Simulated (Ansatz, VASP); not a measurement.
Given: the input of a run of Ansatz 0.2.0 on Ca.

Contents of input.yaml:

```yaml
crystal:
  lattice:
    - [0.055884, 2.7942, 2.7942]
    - [2.7942, 0.055884, 2.7942]
    - [2.850084, 2.850084, 0.0]
  atoms:
    - { symbol: Ca, position: [0.0, 0.0, 0.0] }
kpoints:
  mp_grid: { grid: [8, 8, 8] }
scf:
  occupations: { method: fermi_dirac, width: 0.05 }
hamiltonian:
  xc: pbesol
  pseudopotentials: { kind: all_electron, lapw: { basis_error: 0.001 } }
output:
  forces: true
  stress: true
  eigenvalues: true
```

Potentials or basis: all-electron LAPW, scalar-relativistic.

Command:

```console
$ ansatz run input.yaml --threads 1 --pin off --max-ram 3072MiB --backend cpu --events-out ev --progress --plain --runs-dir out
```

Set up the same calculation for VASP 6.6.1. Potentials there: VASP PAW PBE potentials, release 64 (Ca_sv).

As run (the cutoff follows the program's own potentials):

File INCAR:

```
PREC = Accurate ; ENCUT = 500
EDIFF = 1E-6 ; ISMEAR = -1
SIGMA = 0.05 ; LREAL = F
LASPH = T ; NELM = 120
ALGO = Normal ; ISIF = 2
LWAVE = F ; LCHARG = F
GGA = PS ; NBANDS = 11
GGA_COMPAT = F
```

Contents of KPOINTS:

```
Automatic mesh
0
Gamma
  8 8 8
```

The input POSCAR:

```
Ca
1.0
    0.0558840000      2.7942000000      2.7942000000
    2.7942000000      0.0558840000      2.7942000000
    2.8500840000      2.8500840000      0.0000000000
Ca
1
Direct
    0.0000000000      0.0000000000      0.0000000000
```

Potentials or basis: VASP PAW PBE potentials, release 64 (Ca_sv).

Run with:

```console
$ cat potpaw_PBE.64/Ca_sv/POTCAR > POTCAR
$ mpirun -np 1 vasp_std > vasp.out
```

Both were run:

|  | VASP | Ansatz | Ansatz less VASP |
| --- | --- | --- | --- |
| gap on the k mesh at the Fermi level (eV) | none | none | - |
| pressure (GPa) | -1.2 | -1.2 | +0.01 |
| traceless stress, the component that is largest in VASP (GPa) | -0.52 | -0.52 | 0.000 |

VASP's potentials were made for PBE, not for PBEsol. A gap of «none» marks a metal or a gap that the smearing closes. Ansatz ran all-electron here, and VASP with PAW potentials.
